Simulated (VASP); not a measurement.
# Si2Ni in VASP: single point with PBE

Aim: the single point of Si2Ni with PBE.

Program: VASP 6.6.1. These are calculated values, not measurements. Logs are shortened: lines on timing, memory, paths and dates and some standing lists are left out, and cuts for length are marked.

## Step 1: The cell of the first run

The cell holds a slab with vacuum, 18 atoms: a = 3.815 Å, b = 5.395 Å, c = 26.537 Å, α = 90.00°, β = 90.00°, γ = 90.00°.

## Step 2: Single point, PBE, collinear spin, ferromagnetic start

File INCAR:

```
SYSTEM = Si2Ni
PREC = Accurate
ENCUT = 520
EDIFF = 1E-6
ISMEAR = 0
SIGMA = 0.1
LREAL = Auto
LASPH = .True.
NELM = 150
ALGO = Normal
ISIF = 2
LWAVE = .False.
LCHARG = .True.
ISPIN = 2
MAGMOM = 0 0 0 0 0 0 0 0 0 0 0 0 2 2 2 2 2 2
LORBIT = 11
LMAXMIX = 4
LDIPOL = .True.
IDIPOL = 3
DIPOL = 0.5 0.5 0.501
GGA = PE
LVHAR = .True.
LVACPOTAV = .True.
NBANDS = 73
KPAR = 4
```

File KPOINTS:

```
Automatic mesh
0
Gamma
  7 5 1
  0 0 0
```

File POSCAR:

```
Si2Ni
1.0
    3.8148410800      0.0000000000      0.0000000000
    0.0000000000      5.3950000000      0.0000000000
    0.0000000000      0.0000000000     26.5371026712
Si Ni
12 6
Direct
    0.0000000000      0.7500000000      0.3203062559
    0.0000000000      0.2500000000      0.3203062559
    0.5000000000      0.2500000000      0.3921837515
    0.5000000000      0.7500000000      0.3921837515
    0.0000000000      0.7500000000      0.4640612470
    0.0000000000      0.2500000000      0.4640612470
    0.5000000000      0.2506732394      0.5365189395
    0.5000000000      0.7493267606      0.5365189395
    0.0000000000      0.7534660521      0.6126428246
    0.0000000000      0.2465339479      0.6126428246
    0.5000000000      0.2655597811      0.6837531232
    0.5000000000      0.7344402189      0.6837531232
    0.5000000000      0.5000000000      0.3203062559
    0.0000000000      0.0000000000      0.3921837515
    0.5000000000      0.5000000000      0.4640612470
    0.0000000000      0.0000000000      0.5380660172
    0.5000000000      0.5000000000      0.6064304419
    0.0000000000      0.0000000000      0.6824946995
```

Potentials or basis: VASP PAW PBE potentials, release 64 (Si, Ni).

Started as:

```
$ cat potpaw_PBE.64/Si/POTCAR potpaw_PBE.64/Ni/POTCAR > POTCAR
$ mpirun -np 4 vasp_std > vasp.out
```

OUTCAR:

```text
SYSTEM = Si2Ni
   PREC = Accurate
   ENCUT = 520
   EDIFF = 1E-6
   ISMEAR = 0
   LREAL = Auto
   LASPH = .True.
   NELM = 150
   ISIF = 2
   ISPIN = 2
   LORBIT = 11
   GGA = PE

 ion  position               nearest neighbor table
   1  0.000  0.750  0.320-  14 2.34  13 2.34  13 2.34   4 2.70   4 2.70   2 2.70   2 2.70
   2  0.000  0.250  0.320-  14 2.34  13 2.34  13 2.34   3 2.70   3 2.70   1 2.70   1 2.70
   3  0.500  0.250  0.392-  15 2.34  13 2.34  14 2.34  14 2.34   6 2.70   6 2.70   2 2.70   2 2.70
                             4 2.70   4 2.70
   4  0.500  0.750  0.392-  15 2.34  13 2.34  14 2.34  14 2.34   5 2.70   5 2.70   1 2.70   1 2.70
                             3 2.70   3 2.70
   5  0.000  0.750  0.464-  14 2.34  15 2.34  15 2.34  16 2.38   4 2.70   4 2.70   6 2.70   6 2.70
                             8 2.71   8 2.71
   6  0.000  0.250  0.464-  14 2.34  15 2.34  15 2.34  16 2.38   3 2.70   3 2.70   5 2.70   5 2.70
                             7 2.71   7 2.71
   7  0.500  0.251  0.537-  17 2.29  16 2.34  16 2.34  15 2.35   8 2.69   8 2.70   6 2.71   6 2.71
                            10 2.78  10 2.78
   8  0.500  0.749  0.537-  17 2.29  16 2.34  16 2.34  15 2.35   7 2.69   7 2.70   5 2.71   5 2.71
                             9 2.78   9 2.78
   9  0.000  0.753  0.613-  18 2.28  17 2.35  17 2.35  16 2.38  10 2.66  12 2.69  12 2.69  10 2.73
                             8 2.78   8 2.78
  10  0.000  0.247  0.613-  18 2.28  17 2.35  17 2.35  16 2.38   9 2.66  11 2.69  11 2.69   9 2.73
                             7 2.78   7 2.78
  11  0.500  0.266  0.684-  18 2.39  18 2.39  17 2.41  12 2.53  10 2.69  10 2.69  12 2.87
  12  0.500  0.734  0.684-  18 2.39  18 2.39  17 2.41  11 2.53   9 2.69   9 2.69  11 2.87
  13  0.500  0.500  0.320-   3 2.34   4 2.34   1 2.34   2 2.34   1 2.34   2 2.34
  14  0.000  0.000  0.392-   5 2.34   6 2.34   1 2.34   2 2.34   3 2.34   4 2.34   3 2.34   4 2.34

  15  0.500  0.500  0.464-   3 2.34   4 2.34   5 2.34   6 2.34   5 2.34   6 2.34   7 2.35   8 2.35

  16  0.000  0.000  0.538-   7 2.34   8 2.34   7 2.34   8 2.34   5 2.38   6 2.38   9 2.38  10 2.38

  17  0.500  0.500  0.606-   7 2.29   8 2.29   9 2.35  10 2.35   9 2.35  10 2.35  11 2.41  12 2.41

  18  0.000  0.000  0.682-   9 2.28  10 2.28  11 2.39  12 2.39  11 2.39  12 2.39

  LATTYP: Found a simple orthorhombic cell.
 ALAT       =     3.8148410800
 B/A-ratio  =     1.4142135640
 C/A-ratio  =     6.9562799904

  Lattice vectors:

 A1 = (   3.8148410800,   0.0000000000,   0.0000000000)
 A2 = (   0.0000000000,   5.3950000000,   0.0000000000)
 A3 = (   0.0000000000,   0.0000000000,  26.5371026712)

Analysis of symmetry for initial positions (statically):
=====================================================================
 Subroutine PRICEL returns:
 Original cell was already a primitive cell.

 Routine SETGRP: Setting up the symmetry group for a
 simple orthorhombic supercell.

 Subroutine GETGRP returns: Found  4 space group operations
 (whereof  4 operations were pure point group operations)
 out of a pool of  8 trial point group operations.

The static configuration has the point symmetry C_2v.

Analysis of symmetry for dynamics (positions and initial velocities):
=====================================================================
 Subroutine PRICEL returns:
 Original cell was already a primitive cell.

 Routine SETGRP: Setting up the symmetry group for a
 simple orthorhombic supercell.

 Subroutine GETGRP returns: Found  4 space group operations
 (whereof  4 operations were pure point group operations)
 out of a pool of  8 trial point group operations.

The dynamic configuration has the point symmetry C_2v.

Analysis of structural, dynamic, and magnetic symmetry:
=====================================================================
 Subroutine PRICEL returns:
 Original cell was already a primitive cell.

 Routine SETGRP: Setting up the symmetry group for a
 simple orthorhombic supercell.

 Subroutine GETGRP returns: Found  4 space group operations
 (whereof  4 operations were pure point group operations)
 out of a pool of  8 trial point group operations.

The overall configuration has the point symmetry C_2v.

 Subroutine INISYM returns: Found  4 space group operations
 (whereof  4 operations are pure point group operations),
 and found     1 'primitive' translations

----------------------------------------------------------------------------------------

[... 107 lines left out ...]
   LSORBIT =      F    spin-orbit coupling
   LASPH  =      T    aspherical Exc in radial PAW
   ENCUT  =  520.0 eV  38.22 Ry    6.18 a.u.   7.09 10.03 49.34*2*pi/ulx,y,z
   NELM   =    150;   NELMIN=  2; NELMDL= -5     # of ELM steps
   EDIFF  = 0.1E-05   stopping-criterion for ELM
   LREAL  =      T    real-space projection
   EDIFFG = 0.1E-04   stopping-criterion for IOM
   NSW    =      0    number of steps for IOM
   IBRION =     -1    ionic relax: 0-MD 1-quasi-New 2-CG
   NFREE  =      0    steps in history (QN), initial steepest desc. (CG)
   ISIF   =      2    stress and relaxation
   ISYM   =      2    0-nonsym 1-usesym 2-fastsym
   POTIM  = 0.5000    time-step for ionic-motion
   TEBEG  =    0.0;   TEEND  =   0.0 temperature during run
   PSTRESS=    0.0 pullay stress
   NELECT =     108.0000    total number of electrons
   NUPDOWN=      -1.0000    fix difference up-down
   EMIN   =  10.00;   EMAX   =-10.00  energy-range for DOS
   EFERMI =   0.00;   METHOD = LEGACY
   ISMEAR =     0;   SIGMA  =   0.10  broadening in eV -4-tet -1-fermi 0-gaus
   EFERMI_NEDOS =   21; number of points for ismear=-14 and -15
   IALGO  =     38    algorithm
   IMIX   =      4    mixing-type and parameters
     AMIX     =   0.40;   BMIX     =  1.00
     AMIX_MAG =   1.60;   BMIX_MAG =  1.00
  volume/ion in A,a.u.               =      30.34       204.76
  Fermi-wavevector in a.u.,A,eV,Ry     =   0.953767  1.802358 12.376831  0.909671
  Thomas-Fermi vector in A             =   2.082452
   LORBIT       =     11    0 simple, 1 ext, 2 COOP (PROOUT), +10 PAW based schemes
   GGA     = PE    functional components
   LHFCALC =     F    Hartree Fock is set to
   AEXX    =    0.0000 exact exchange contribution
   IVDW    =     0    specifies the selected vdW correction
   LEPSILON=     F    determine dielectric tensor
   LRPA    =     F    only Hartree local field effects (RPA)
 spin polarized calculation
 Gauss-broadening in eV      SIGMA  =   0.10
  energy-cutoff  :      520.00
  volume of cell :      546.16
 maximum number of plane-waves:     14756
   NGX = 15   NGY = 21   NGZ = 99

 dipolmoment           0.000000      0.000000      0.009367 electrons x Angstroem

 number of electron     108.0000030 magnetization       0.0000079

 number of electron     108.0000030 magnetization      -0.0000081

 dipolmoment           0.000000      0.000000     -0.018946 electrons x Angstroem

 Free energy of the ion-electron system (eV)
  ---------------------------------------------------
  ext. energy  EPLUGINS =         0.00000000
  ---------------------------------------------------
  free energy    TOTEN  =      -101.33122160 eV

  energy without entropy =     -101.30534282  energy(sigma->0) =     -101.31828221

 E-fermi :   1.8385     XC(G=0):  -5.7518

 val. band max:        1.8299141690   @ k =   0.1429   0.0000   0.0000
 cond. band min:       1.8441131397   @ k =   0.0000   0.0000   0.0000
 fundamental gap:      0.0141989707
 Fermi energy:         1.8384991573

 spin component 1

 k-point     1 :       0.0000    0.0000    0.0000
  band No.  band energies     occupation
      1     -11.6040      1.00000
      2     -10.7964      1.00000
      3      -9.6855      1.00000
      4      -8.1872      1.00000
      5      -7.6205      1.00000
      6      -6.9267      1.00000
[... 817 lines left out ...]
     65       4.5630      0.00000
     66       4.6151      0.00000
 Fermi energy:         1.8384991573

 spin component 2

 k-point     1 :       0.0000    0.0000    0.0000
  band No.  band energies     occupation
      1     -11.6040      1.00000
      2     -10.7964      1.00000
      3      -9.6855      1.00000
      4      -8.1872      1.00000
      5      -7.6205      1.00000
      6      -6.9267      1.00000
[... 817 lines left out ...]
     65       4.5630      0.00000
     66       4.6151      0.00000
 [bands above 66 left out]

------------------------ aborting loop because EDIFF is reached ----------------------------------------

  FORCE on cell =-STRESS in cart. coord.  units (eV):
  Direction    XX          YY          ZZ          XY          YZ          ZX
  --------------------------------------------------------------------------------------
  -------------------------------------------------------------------------------------
  Total       -4.4364507     -4.4116550      1.1432514      0.0000000      0.0000000      0.0000000
  in kB      -13.0144205    -12.9416819      3.3537518      0.0000000      0.0000000      0.0000000
  external PRESSURE =      -7.5341169 kB  Pullay stress =       0.0000000 kB

 VOLUME and BASIS-vectors are now :
 -----------------------------------------------------------------------------
  energy-cutoff  :      520.00
  volume of cell :      546.16
      direct lattice vectors                 reciprocal lattice vectors
     3.814841080  0.000000000  0.000000000     0.262134118  0.000000000  0.000000000
     0.000000000  5.395000000  0.000000000     0.000000000  0.185356812  0.000000000
     0.000000000  0.000000000 26.537102671     0.000000000  0.000000000  0.037683089

 POSITION                                       TOTAL-FORCE (eV/Angst)
 -----------------------------------------------------------------------------------
      0.00000      4.04625      8.50000        -0.000000      0.360748     -0.325959
      0.00000      1.34875      8.50000         0.000000     -0.360748     -0.325959
      1.90742      1.34875     10.40742         0.000000      0.165220     -0.683495
      1.90742      4.04625     10.40742        -0.000000     -0.165220     -0.683495
      0.00000      4.04625     12.31484        -0.000000      0.226572      0.366413
      0.00000      1.34875     12.31484        -0.000000     -0.226572      0.366413
[... 10 lines left out ...]
      1.90742      2.69750     16.09291        -0.000000      0.000000     -0.011378
      0.00000      0.00000     18.11143        -0.000000      0.000000      0.012942
 -----------------------------------------------------------------------------------
    total drift:                                0.000000      0.000000      0.005560

  FREE ENERGIE OF THE ION-ELECTRON SYSTEM (eV)
  ---------------------------------------------------
  free  energy   TOTEN  =      -101.3312216000 eV

  energy  without entropy=     -101.3053428215  energy(sigma->0) =     -101.31828221

 vacuum level on the upper side and lower side of the slab         6.379         6.546

 total charge

# of ion       s       p       d       tot
------------------------------------------
    1        0.792   0.790   0.000   1.582
    2        0.792   0.790   0.000   1.582
    3        0.736   0.838   0.000   1.574
    4        0.736   0.838   0.000   1.574
    5        0.733   0.845   0.000   1.578
    6        0.733   0.845   0.000   1.578
[... 10 lines left out ...]
   17        0.560   0.771   8.444   9.775
   18        0.510   0.565   8.436   9.511
--------------------------------------------------
tot         12.327  14.159  50.634  77.120

 magnetization (x)

# of ion       s       p       d       tot
------------------------------------------
    1        0.000  -0.000   0.000  -0.000
    2        0.000  -0.000   0.000  -0.000
    3        0.000  -0.000   0.000   0.000
    4        0.000  -0.000   0.000   0.000
    5        0.000  -0.000   0.000   0.000
    6        0.000  -0.000   0.000   0.000
[... 10 lines left out ...]
   17       -0.000  -0.000  -0.000  -0.000
   18        0.000   0.000  -0.000  -0.000
--------------------------------------------------
tot          0.000   0.000   0.000   0.000
```

Wall time 22 min (4 MPI ranks of Intel Xeon Platinum 8259CL at 2.50GHz (Skylake/Cascade Lake), shared host); peak memory 1.1 GiB.

Results:

| Property | Result |
| --- | --- |
| Free energy | -101.3312 eV |
| Largest force | 1.117 eV/Å |
| Band gap on the k mesh | zero (filled and empty bands overlap) |
| Net moment | 0.00 μB per cell |
| Valence electrons inside the program's atomic spheres | Si 1.58, 1.57 (each value once); Ni 9.54, 9.82, 9.81, 9.74, 9.78, 9.51 |

Forces on the atoms (eV/Å):
```
Si   0.000  0.361 -0.326
Si   0.000 -0.361 -0.326
Si   0.000  0.165 -0.683
Si   0.000 -0.165 -0.683
Si   0.000  0.227  0.366
Si   0.000 -0.227  0.366
Si   0.000  0.004 -0.015
Si   0.000 -0.004 -0.015
Si   0.000 -0.009  0.006
Si   0.000  0.009  0.006
Si   0.000  0.032 -0.006
Si   0.000 -0.032 -0.006
Ni   0.000  0.000  0.459
Ni   0.000  0.000  1.117
Ni   0.000  0.000 -0.270
Ni   0.000  0.000  0.008
Ni   0.000  0.000 -0.011
Ni   0.000  0.000  0.013
```

Levels at points of the mesh, in eV from the Fermi level:
Spin up:
```csv
k point,band 50,band 51,band 52,band 53,band 54,band 55,band 56,band 57,band 58,band 59
"(0.00, 0.00, 0.00)",-0.96,-0.42,0.01,0.10,0.71,0.81,1.34,1.43,1.53,1.84
```
Spin down:
| k point | band 50 | band 51 | band 52 | band 53 | band 54 | band 55 | band 56 | band 57 | band 58 | band 59 |
| --- | --- | --- | --- | --- | --- | --- | --- | --- | --- | --- |
| (0.00, 0.00, 0.00) | -0.96 | -0.42 | 0.01 | 0.10 | 0.71 | 0.81 | 1.34 | 1.43 | 1.53 | 1.84 |

Caveat: the moments typed at the start vanished in this run.
